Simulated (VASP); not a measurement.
A run of VASP 6.6.1:

Contents of INCAR:

```
SYSTEM = NaH
PREC = Accurate
ENCUT = 500
EDIFF = 1E-6
ISMEAR = 0
SIGMA = 0.1
LREAL = .FALSE.
LASPH = .TRUE.
NELM = 120
ALGO = Normal
ISIF = 2
LWAVE = .FALSE.
LCHARG = .FALSE.
GGA = PE
NBANDS = 11
GGA_COMPAT = .FALSE.
```

The input KPOINTS:

```
regular mesh
0
G
  6 6 6
  0 0 0
```

The input POSCAR:

```
NaH
1.0
    2.9675521484     -1.7071038305     -0.0063818506
    2.9675521484      1.7071038305     -0.0063818506
   -1.9590347158      0.0000000000      2.7964426822
Na H
1 1
Direct
    0.9999542468      0.9999542468     -0.0000485448
    0.5000457532      0.5000457532      0.5000485448
```

Potentials or basis: VASP PAW PBE potentials, release 64 (Na_pv, H).

Command:

```console
$ cat potpaw_PBE.64/Na_pv/POTCAR potpaw_PBE.64/H/POTCAR > POTCAR
$ mpirun -np 1 vasp_std > vasp.out
```

Hardware: 1 thread of AMD EPYC 7R43 64-Core Processor (Zen 3), with other jobs on the host.

Task: Estimate the wall time of this run.

Result: Run time: 28 s on 1 thread of AMD EPYC 7R43 64-Core Processor (Zen 3), on a shared host, peak memory 0.12 GiB. Counts: scf iterations 12, k points 68.
